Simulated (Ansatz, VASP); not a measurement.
TiO2: VASP beside Ansatz

File INCAR:

```
  PREC = Accurate
  ENCUT = 600
  EDIFF = 1E-6
  ISMEAR = -1
  SIGMA = 0.01
  LREAL = False
  LASPH = True
  NELM = 120
  ALGO = Normal
  ISIF = 2
  LWAVE = False
  LCHARG = True
  GGA = PE
  LELF = True
  LVHAR = True
  NBANDS = 33
  GGA_COMPAT = False
```

Contents of KPOINTS:

```
regular mesh
0
Gamma
  2 2 1
```

File POSCAR:

```
TiO2
1.0
    0.0000000000     -3.7985033750      0.0000000000
    3.7985033750      0.0000000000      0.0000000000
   -1.8992516900      1.8992516900      4.8515712600
Ti O
2 4
Direct
    0.7575693045      0.2424306955      0.5000000000
    0.9924306955      0.0075693045      0.0000000000
    0.9490688619      0.4564928675      0.9125258454
    0.2064928675      0.1990688619      0.4125258454
    0.5435071325      0.0509311381      0.0874741546
    0.8009311381      0.7935071325      0.5874741546
```

Input for Ansatz:

```yaml
crystal:
  lattice:
    - [0.0, -3.798503375, 0.0]
    - [3.798503375, 0.0, 0.0]
    - [-1.89925169, 1.89925169, 4.85157126]
  atoms:
    - { symbol: Ti, position: [0.7575693044812, 0.2424306955188, 0.5] }
    - { symbol: O, position: [0.9490688618532, 0.4564928675099, 0.9125258454234] }
    - { symbol: O, position: [0.2064928675099, 0.1990688618532, 0.4125258454234] }
    - { symbol: O, position: [0.5435071324901, 0.05093113814676, 0.08747415457662] }
    - { symbol: O, position: [0.8009311381468, 0.7935071324901, 0.5874741545766] }
    - { symbol: Ti, position: [0.9924306955188, 0.007569304481183, 1.514527842335e-19] }
basis:
  ecutwfc: 420.0
  ecutrho_ratio: 4
  xc_grid: 2
  fft_grid_basis: typed
  precision: f64
kpoints:
  mp_grid: { grid: [2, 2, 1] }
hamiltonian:
  pseudopotentials: { kind: paw, azcp: { folder: soft_1 } }
scf:
  max_iter: 60
  self_checks: high
  occupations: { method: fermi_dirac, width: 0.01 }
output:
  forces: true
checkpoint:
  write: "../host.s2.run"
  compress: false
  write_wavefunctions: true
  write_every: 100000
```

Alike in both runs: task single point; functional PBE; k mesh 2 × 2 × 1; occupations fermi-dirac, width 0.01 eV; no spin polarisation.

```csv
,VASP,Ansatz
version,VASP 6.6.1,Ansatz 0.2.0
potentials or method,"VASP PAW PBE potentials, release 64 (Ti_sv, O), cutoff 600 eV",plane-wave PAW DFT
valence electrons in the cell,48,48
```

VASP gave:

```
gap on the k mesh at the Fermi level (eV) : 2.17
rms of the force components (eV/Å)        : 0.133
```

Estimate Ansatz's values.

gap on the k mesh at the Fermi level (eV): 2.19; rms of the force components (eV/Å): 0.134.

The k mesh is coarse, so the values compare programs but aren't converged.
